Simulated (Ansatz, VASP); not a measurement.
**TlAgTe2: VASP beside Ansatz**

```
Tl Ag Te
1.0
    -1.96000    1.96000    7.61000
     1.96000   -1.96000    7.61000
     1.96000    1.96000   -7.61000
Tl Ag Te
1 1 2
Direct
  0.00000 0.00000 0.00000
  0.75000 0.25000 0.50000
  0.36900 0.36900 0.00000
  0.63100 0.63100 0.00000
```

Alike in both runs: task electric field gradients; functional LDA; k mesh 13 × 13 × 13; occupations fermi-dirac, width 0.05 eV; no spin polarisation.

```csv
,VASP,Ansatz
version,VASP 6.6.1,Ansatz 0.2.0
potentials or method,"VASP PAW LDA potentials, release 64 (Tl_d, Ag, Te), cutoff 520 eV","all-electron PAW with datasets made for the crystal, scalar-relativistic"
```

Ansatz gave:

| Property | Result |
| --- | --- |
| pressure (GPa) | -1.4 |
| traceless stress, the component that is largest in VASP (GPa) | 1.76 |
| rms of the force components (eV/Å) | 0.056 |
| size of Vzz on the site where it differs most (V/Å²) | 21.4 |

Question: Estimate VASP's values.

Answer: Pressure (GPa): -1.4; traceless stress, the component that is largest in VASP (GPa): 1.79; rms of the force components (eV/Å): 0.060; size of Vzz on the site where it differs most (V/Å²): 43.2.

LDA's correlation is that of Perdew and Zunger in VASP and of Perdew and Wang (1992) in Ansatz. Atom by atom the forces differ by 0.004 eV/Å (rms over components). Ansatz ran all-electron here, and VASP with PAW potentials.

Neither program's run includes spin-orbit coupling.
